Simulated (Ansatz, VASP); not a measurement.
## TiN: VASP beside Ansatz

```
CELL_PARAMETERS angstrom
0.00000 2.12200 2.12200
2.12200 0.00000 2.12200
2.12200 2.12200 0.00000
ATOMIC_POSITIONS crystal
Ti 0.00000 0.00000 0.00000
N 0.50000 0.50000 0.50000
```

Alike in both runs: task relaxation of cell and atoms; functional LDA; k mesh 16 × 16 × 16; occupations gaussian, width 0.1 eV; no spin polarisation.

|  | VASP | Ansatz |
| --- | --- | --- |
| version | VASP 6.6.1 | Ansatz 0.2.0 |
| potentials or method | VASP PAW LDA potentials, release 64 (Ti_sv, N), cutoff 600 eV | scalar-relativistic, plane waves, PAW |
| valence electrons in the cell | 17 | 17 |

VASP gave:

| Item | Value |
| --- | --- |
| gap on the k mesh at the Fermi level, each at its own relaxed structure (eV) | none |
| relaxed volume (Å³/atom) | 9.10 |
| relaxed cell length with the largest relative difference (Å) | 2.953 |

**Question.** Estimate Ansatz's values.

**Answer.** gap on the k mesh at the Fermi level, each at its own relaxed structure (eV): none; relaxed volume (Å³/atom): 9.07; relaxed cell length with the largest relative difference (Å): 2.950.

LDA's correlation is that of Perdew and Zunger in VASP and of Perdew and Wang (1992) in Ansatz. A gap of «none» marks a metal or a gap that the smearing closes.
